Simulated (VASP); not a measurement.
## PbS: single point with PBE

Crystal: PbS.

```
CELL_PARAMETERS angstrom
0.00000 2.94510 2.94510
2.94510 0.00000 2.94510
2.94510 2.94510 0.00000
ATOMIC_POSITIONS crystal
Pb 0.00000 0.00000 0.00000
S 0.50000 0.50000 0.50000
```

This cell differs from its parent crystal: volume scaled by 0.98.

- Program: VASP 6.6.1
- Task: single point
- Functional: PBE
- Potentials or basis: VASP PAW PBE potentials, release 64 (Pb_d, S)
- Cutoff: 520 eV
- k mesh: 8 × 8 × 8
- Occupations: fermi-dirac, width 0.01 eV
- Spin: no spin polarisation

| Property | Result |
| --- | --- |
| Pressure | 3.5 GPa |
| Band gap on the k mesh | 0.28 eV, direct |

Levels at points of the mesh, in eV from the valence-band top:
```
           k point  band 8  band 9  band 10  band 11  band 12  band 13
(0.00, 0.00, 0.00)   -2.31   -2.31    -2.31     5.25     5.25     5.25
(0.50, 0.00, 0.00)   -1.90   -1.90     0.00     0.28     1.89     1.89
(0.50, 0.50, 0.00)   -5.41   -3.61    -3.61     3.74     5.62     5.74
```

It took 8.5 s on 1 thread of Intel(R) Xeon(R) 6975P-C (Granite Rapids), with other jobs on the host, peak memory 0.18 GiB.

Caveat: spin-orbit coupling is left out, which moves the levels of the heavy elements. A k mesh can miss the band edges.
